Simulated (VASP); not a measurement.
Set up this calculation in VASP 6.6.1, as the native input.

| Item | Value |
| --- | --- |
| Task | relaxation of cell and atoms |
| Functional | PBEsol |
| Potentials or basis | VASP PAW PBE potentials, release 64 (Mg, I) |
| Cutoff | 600 eV |
| k mesh | 10 × 10 × 6 |
| Occupations | gaussian, width 0.1 eV |
| Spin | no spin polarisation |
| Dipole correction | no |
| Further INCAR settings | ALGO = Normal; EDIFF = 1e-06; IBRION = 2; EDIFFG = -0.01; NSW = 80; ISIF = 3 |

The structure of MgI lies in POSCAR:

```
MgI
1.0
    4.2859051611      0.0000000000      0.0000000000
    0.0000000000      4.2859051611      0.0000000000
    0.0000000000      0.0000000000      7.1334516598
Mg I
2 2
Direct
    0.5000000000      0.5000000000      0.0000000000
    0.0000000000      0.0000000000      0.0000000000
    0.5000000000      0.0000000000      0.3254734183
    0.0000000000      0.5000000000      0.6745265817
```

The input as run:

INCAR

```
SYSTEM = MgI
ALGO = Normal ; EDIFF = 1E-6
EDIFFG = -0.01 ; ENCUT = 600
GGA = PS ; IBRION = 2
ISIF = 3 ; ISMEAR = 0
LASPH = .True. ; LCHARG = .False.
LREAL = .False. ; LWAVE = .False.
NELM = 60 ; NSW = 80
PREC = Accurate ; SIGMA = 0.1
```

KPOINTS

```
k-points
0
Gamma
  10 10 6
  0 0 0
```

Potentials or basis: VASP PAW PBE potentials, release 64 (Mg, I).

The run is started by

```bash
$ cat potpaw_PBE.64/Mg/POTCAR potpaw_PBE.64/I/POTCAR > POTCAR
$ mpirun -np 1 vasp_std > vasp.out
```

It gave:

```
Relaxed volume                        : 33.27 Å³/atom
Relaxed cell                          : a = 4.323 Å, b = 4.323 Å, c = 7.122 Å, α = 90.00°, β = 90.00°, γ = 90.00°
Space group after relaxing (to 0.1 Å) : P4/nmm (No. 129)
Energy gained by relaxing             : 0.6 meV/atom
Ionic steps                           : 6
Pressure after relaxing               : 0.0 GPa
Band gap on the k mesh                : zero (bands 9 and 10 overlap by 1.25 eV)
```

Caveat: the PAW data sets were made with another functional, which shifts forces and pressure a little; spin-orbit coupling is left out, which moves the levels of the heavy elements.

Run time: 8.5 min on 1 thread of Oxide Virtual Turin-like Processor, on a shared host, peak memory 0.38 GiB.
